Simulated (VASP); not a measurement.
Here is a VASP 6.6.1 calculation.

The input INCAR:

```
SYSTEM = S
PREC = Accurate
ENCUT = 500
EDIFF = 1E-7
ISMEAR = -1
SIGMA = 0.1
LREAL = .False.
LASPH = .True.
NELM = 120
ALGO = Normal
ISIF = 3
LWAVE = .False.
LCHARG = .False.
GGA = PE
IVDW = 12
IBRION = 2
NSW = 50
EDIFFG = -0.01
GGA_COMPAT = .False.
NELMIN = 4
```

The input KPOINTS:

```
regular mesh
0
Gamma
  14 14 14
  0 0 0
```

POSCAR

```
S
1.0
    1.6385000000      0.9459884161      0.8613333333
   -1.6385000000      0.9459884161      0.8613333333
    0.0000000000     -1.8919768321      0.8613333333
S
1
Direct
    0.0000000000      0.0000000000      0.0000000000
```

Potentials or basis: VASP PAW PBE potentials, release 64 (S).

Launch:

```sh
$ cat potpaw_PBE.64/S/POTCAR > POTCAR
$ mpirun -np 1 vasp_std > vasp.out
```

Task: Estimate the space group after relaxing (to 0.1 Å).

Result: R-3m (No. 166).

Task: Predict the dispersion energy per atom.

Result: -0.382 eV.

Step by step:
```
step  energy change (eV)  largest force (eV/Å)  pressure (GPa)  volume (Å³)
   1              0.0000                0.0000          198.79         8.01
   2             -1.7808                0.0000          -17.54        25.94
   3             -2.6944                0.0000           -1.49        15.38
   4             -2.6955                0.0000           -0.41        15.20
   5             -2.6955                0.0000            0.71        15.03
   6             -2.7998                0.0000            1.12        15.21
   7             -2.8630                0.0000            3.66        15.34
   8             -2.8638                0.0000            4.19        15.34
   9             -2.8629                0.0000            4.96        15.34
  10             -2.8638                0.0000           -4.06        16.83
  11             -2.8736                0.0000           -0.02        16.08
```

Caveat: the volume moved by over 15 % at a fixed basis, so the end points are rough. Zero-point motion and thermal expansion aren't in these numbers.
